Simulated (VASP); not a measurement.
# BiOs (Fm-3m) in VASP: further runs, part 2 of 2

VASP 6.6.1.

## (5) Single point, PBE (21.85 Å³/atom)

This run uses another cell than the first one, of 21.85 Å³/atom.

Input file INCAR:

```
SYSTEM = BiOs
PREC     = Accurate       ! precision mode
ENCUT    = 520            ! plane-wave cutoff, eV
EDIFF    = 1E-6           ! SCF threshold, eV
ISMEAR   = 0              ! smearing method
SIGMA    = 0.05           ! smearing width, eV
LREAL    = .FALSE.        ! projectors in reciprocal space
LASPH    = .TRUE.         ! aspherical terms in the spheres
NELM     = 60             ! most SCF steps
ALGO     = Fast           ! electronic algorithm
ISIF     = 2              ! what is computed and relaxed
LWAVE    = .FALSE.        ! write WAVECAR
LCHARG   = .FALSE.        ! write CHGCAR
GGA      = PE             ! functional
NBANDS   = 18             ! bands
```

Input file KPOINTS:

```
regular mesh
0
G
  10 10 10
  0 0 0
```

Input file POSCAR:

```
BiOs
1.0
    0.0000000000      2.7958475025      2.7958475025
    2.7958475025      0.0000000000      2.7958475025
    2.7958475025      2.7958475025      0.0000000000
Os Bi
1 1
Direct
    0.5000000000      0.5000000000      0.5000000000
    0.0000000000      0.0000000000      0.0000000000
```

Potentials or basis: VASP PAW PBE potentials, release 64 (Os, Bi_d).

Command:

```console
> cat potpaw_PBE.64/Os/POTCAR potpaw_PBE.64/Bi_d/POTCAR > POTCAR
> mpirun -np 1 vasp_std > vasp.out
```

OUTCAR:

```text
SYSTEM = BiOs
   PREC = Accurate
   ENCUT = 520
   EDIFF = 1E-6
   ISMEAR = 0
   LREAL = .FALSE.
   LASPH = .TRUE.
   NELM = 60
   ISIF = 2
   GGA = PE

 ion  position               nearest neighbor table
   1  0.500  0.500  0.500-   2 2.80   2 2.80   2 2.80   2 2.80   2 2.80   2 2.80
   2  0.000  0.000  0.000-   1 2.80   1 2.80   1 2.80   1 2.80   1 2.80   1 2.80

  LATTYP: Found a face centered cubic cell.
 ALAT       =     5.5916950050

  Lattice vectors:

 A1 = (   0.0000000000,   2.7958475025,   2.7958475025)
 A2 = (   2.7958475025,   0.0000000000,   2.7958475025)
 A3 = (   2.7958475025,   2.7958475025,   0.0000000000)

Analysis of symmetry for initial positions (statically):
=====================================================================
 Subroutine PRICEL returns:
 Original cell was already a primitive cell.

 Routine SETGRP: Setting up the symmetry group for a
 face centered cubic supercell.

 Subroutine GETGRP returns: Found 48 space group operations
 (whereof 48 operations were pure point group operations)
 out of a pool of 48 trial point group operations.

The static configuration has the point symmetry O_h .
[... 156 lines left out ...]
  ---------------------------------------------------
  ext. energy  EPLUGINS =         0.00000000
  ---------------------------------------------------
  free energy    TOTEN  =       -12.34797781 eV

  energy without entropy =      -12.34312820  energy(sigma->0) =      -12.34555301

 E-fermi :   8.0156     XC(G=0): -11.6766

 val. band max:        8.0097386890   @ k =  -0.4000   0.5000   0.1000
 cond. band min:       8.0191162250   @ k =   0.5000   0.3000   0.1000
 fundamental gap:      0.0093775361
 Fermi energy:         8.0156403942

 k-point     1 :       0.0000    0.0000    0.0000
  band No.  band energies     occupation
      1     -14.7118      2.00000
      2     -14.7118      2.00000
      3     -14.6324      2.00000
      4     -14.6324      2.00000
      5     -14.6324      2.00000
      6      -5.0044      2.00000
[... 481 lines left out ...]
      5     -14.5796      2.00000
      6      -3.3307      2.00000
[... 10 lines left out ...]
     17      19.4346      0.00000
     18      19.7551      0.00000

 [... further k-points ...]
[... 5 lines left out ...]
  --------------------------------------------------------------------------------------
  -------------------------------------------------------------------------------------
  Total        0.0301916      0.0301916      0.0301916     -0.0000000     -0.0000000      0.0000000
  in kB        1.1066892      1.1066892      1.1066892     -0.0000000     -0.0000000      0.0000000
  external PRESSURE =       1.1066892 kB  Pullay stress =       0.0000000 kB

 VOLUME and BASIS-vectors are now :
 -----------------------------------------------------------------------------
  energy-cutoff  :      520.00
  volume of cell :       43.71
      direct lattice vectors                 reciprocal lattice vectors
     0.000000000  2.795847503  2.795847503    -0.178836650  0.178836650  0.178836650
     2.795847503  0.000000000  2.795847503     0.178836650 -0.178836650  0.178836650
     2.795847503  2.795847503  0.000000000     0.178836650  0.178836650 -0.178836650

 POSITION                                       TOTAL-FORCE (eV/Angst)
 -----------------------------------------------------------------------------------
      2.79585      2.79585      2.79585        -0.000000     -0.000000      0.000000
      0.00000      0.00000      0.00000         0.000000      0.000000     -0.000000
 -----------------------------------------------------------------------------------
    total drift:                               -0.000000      0.000000      0.000000

  FREE ENERGIE OF THE ION-ELECTRON SYSTEM (eV)
  ---------------------------------------------------
  free  energy   TOTEN  =       -12.3479778084 eV

  energy  without entropy=      -12.3431282033  energy(sigma->0) =      -12.34555301
```

Run time: 69 s. Hardware: 1 thread of Intel Xeon 8259CL, shared host; peak memory 0.19 GiB.

What came out:

```yaml
Free_energy: -12.3480 eV
Pressure: 0.1 GPa
Band_gap_on_the_k_mesh: zero (an odd number of electrons rules out a gap without spin polarisation)
```

Caveat: spin-orbit coupling is left out, which moves the levels of the heavy elements.

## (6) Single point, PBE

This run uses another cell than the first one, of 21.85 Å³/atom.

Input file INCAR:

```
PREC = Accurate
ENCUT = 520
EDIFF = 1E-6
ISMEAR = 0
SIGMA = 0.1
LREAL = False
LASPH = True
NELM = 60
ALGO = Normal
ISIF = 2
LWAVE = False
LCHARG = True
GGA = PE
LELF = True
LVHAR = True
NBANDS = 18
```

Input file KPOINTS:

```
regular mesh
0
Gamma
  10 10 10
```

POSCAR is that of step 5.

Potentials or basis: VASP PAW PBE potentials, release 64 (Os, Bi_d).

Command:

```console
> cat potpaw_PBE.64/Os/POTCAR potpaw_PBE.64/Bi_d/POTCAR > POTCAR
> mpirun -np 1 vasp_std > vasp.out
```

Wall time 49 s (1 thread of Intel Xeon 8259CL, shared host); peak memory 0.19 GiB.

It converged, with:

- Free energy: -12.3548 eV
- Pressure: 0.2 GPa
- Band gap on the k mesh: zero (an odd number of electrons rules out a gap without spin polarisation)

Levels at points of the mesh, in eV from the Fermi level:
| k point | band 9 | band 10 | band 11 | band 12 | band 13 | band 14 |
| --- | --- | --- | --- | --- | --- | --- |
| (0.00, 0.00, 0.00) | -1.42 | -1.02 | -1.02 | 1.95 | 1.95 | 1.95 |
| (0.50, 0.00, 0.00) | -3.43 | -0.54 | -0.54 | -0.23 | 4.29 | 6.48 |
| (0.50, 0.50, 0.00) | -0.91 | -0.91 | -0.55 | -0.06 | -0.06 | 0.23 |

Caveat: spin-orbit coupling is left out, which moves the levels of the heavy elements.

## (7) Summary

| cell | smearing | gap on the mesh (eV) | pressure (GPa) |
| --- | --- | --- | --- |
| a = 3.880 Å, angles 60.0°, 2 atoms | gaussian 0.05 eV | none | 8.3 |
| a = 3.900 Å, angles 60.0°, 2 atoms | gaussian 0.05 eV | none | 5.8 |
| a = 3.927 Å, angles 60.0°, 2 atoms | gaussian 0.05 eV | none | 2.8 |
| a = 3.954 Å, angles 60.0°, 2 atoms | gaussian 0.05 eV | none | 0.1 |
| a = 3.954 Å, angles 60.0°, 2 atoms | gaussian 0.1 eV | none | 0.2 |

Alike in all rows: task single point; level PBE; potentials or basis VASP PAW PBE potentials, release 64 (Os, Bi_d); no spin polarisation; k mesh 10 × 10 × 10; cutoff (eV) 520.

Caveats: spin-orbit coupling is left out, which moves the levels of the heavy elements; the cell stands under pressure (at least some runs).

Absolute energies hang on the potentials; compare differences alone.
